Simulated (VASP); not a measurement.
C: single point with PBE+D3(BJ)

C:

```
C
1.0
     1.21190    0.69969    3.30481
    -1.21190    0.69969    3.30481
     0.00000   -1.39938    3.30481
C
2
Direct
  0.15906 0.15906 0.15906
  0.84094 0.84094 0.84094
```

```
Program             : VASP 6.6.1
Task                : single point
Functional          : PBE
Dispersion          : D3(BJ)
Potentials or basis : VASP PAW PBE potentials, release 64 (C)
Cutoff              : 520 eV
k mesh              : 15 × 15 × 15
Occupations         : gaussian, width 0.05 eV
Spin                : no spin polarisation
```

```json
{
  "Pressure": "15.2 GPa",
  "Largest force": "2.440 eV/Å",
  "Band gap on the k mesh": "0.98 eV, indirect (least direct gap 1.00 eV)",
  "Dispersion energy per atom": "-0.159 eV"
}
```

Forces in eV/Å, atoms in the order of the input:
```
C    0.000  0.000  2.440
C    0.000  0.000 -2.440
```

Stress tensor (GPa, compression positive):
```
24.55  0.00  0.00
 0.00 24.55  0.00
 0.00  0.00 -3.58
```

Levels at points of the mesh, in eV from the valence-band top:
| k point | band 1 | band 2 | band 3 | band 4 | band 5 | band 6 | band 7 | band 8 |
| --- | --- | --- | --- | --- | --- | --- | --- | --- |
| (0.00, 0.00, 0.00) | -19.50 | -6.20 | -2.24 | -2.24 | 4.19 | 9.20 | 9.20 | 12.85 |

It took 49 s on 1 thread of Intel(R) Xeon(R) 6975P-C (Granite Rapids) (shared host), peak memory 0.2 GiB.

Caveat: forces of over 1 eV/Å act on the atoms, so gaps and moduli don't describe the material at rest. A k mesh can miss the band edges.
